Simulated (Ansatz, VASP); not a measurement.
Given: the input of a run of VASP 6.6.1 on MnO.

INCAR

```
ALGO = Normal ; EDIFF = 1E-7
ENCUT = 520 ; GGA = PE
ISIF = 2 ; ISMEAR = 0
ISPIN = 2 ; LASPH = T
LCHARG = T ; LELF = T
LMAXMIX = 4 ; LORBIT = 11
LREAL = F ; LVHAR = T
LWAVE = F ; MAGMOM = 4 0
NBANDS = 20 ; NELM = 150
PREC = Accurate ; SIGMA = 0.017
```

File KPOINTS:

```
k-points
0
Gamma
  10 10 10
```

POSCAR

```
MnO
1.0
    0.0000000000      2.2239077028      2.2239077028
    2.2239077028      0.0000000000      2.2239077028
    2.2239077028      2.2239077028      0.0000000000
Mn O
1 1
Direct
    0.0000000000      0.0000000000      0.0000000000
    0.5000000000      0.5000000000      0.5000000000
```

Potentials or basis: VASP PAW PBE potentials, release 64 (Mn_pv, O).

Launch:

```sh
$ cat potpaw_PBE.64/Mn_pv/POTCAR potpaw_PBE.64/O/POTCAR > POTCAR
$ mpirun -np 1 vasp_std > vasp.out
```

Task: Set up the same calculation for Ansatz 0.2.0. Potentials there: all-electron LAPW, scalar-relativistic.

Result: As run (the cutoff follows the program's own potentials):

File input.yaml:

```yaml
crystal:
  lattice:
    - [0.0, 2.2239077028, 2.2239077028]
    - [2.2239077028, 0.0, 2.2239077028]
    - [2.2239077028, 2.2239077028, 0.0]
  atoms:
    - { symbol: Mn, position: [0.0, 0.0, 0.0], spin: 4.0 }
    - { symbol: O, position: [0.5, 0.5, 0.5] }
kpoints:
  mp_grid: { grid: [10, 10, 10] }
scf:
  occupations: { method: gaussian, width: 0.017 }
hamiltonian:
  xc: pbe
  pseudopotentials: { kind: all_electron, lapw: { basis_error: 0.001 } }
magnetization:
  spin_polarized: true
output:
  forces: true
  stress: true
  eigenvalues: true
```

Potentials or basis: all-electron LAPW, scalar-relativistic.

Launch:

```console
$ ansatz run input.yaml --threads 2 --pin off --max-ram 6144MiB --backend cpu --events-out ev --progress --plain --runs-dir out
```

Both were run:

|  | VASP | Ansatz | Ansatz less VASP |
| --- | --- | --- | --- |
| gap on the k mesh at the Fermi level (eV) | none | none | - |
| pressure (GPa) | 0.4 | 0.2 | -0.16 |
| net moment per atom (μB) | 2.40 | 2.40 | 0.000 |
| size of the moment on the site where the two differ most (μB) | 0.21 | 0.24 | +0.031 |

Site moments also hang on the region over which each program counts them. A gap of «none» marks a metal or a gap that the smearing closes. Ansatz ran all-electron here, and VASP with PAW potentials.
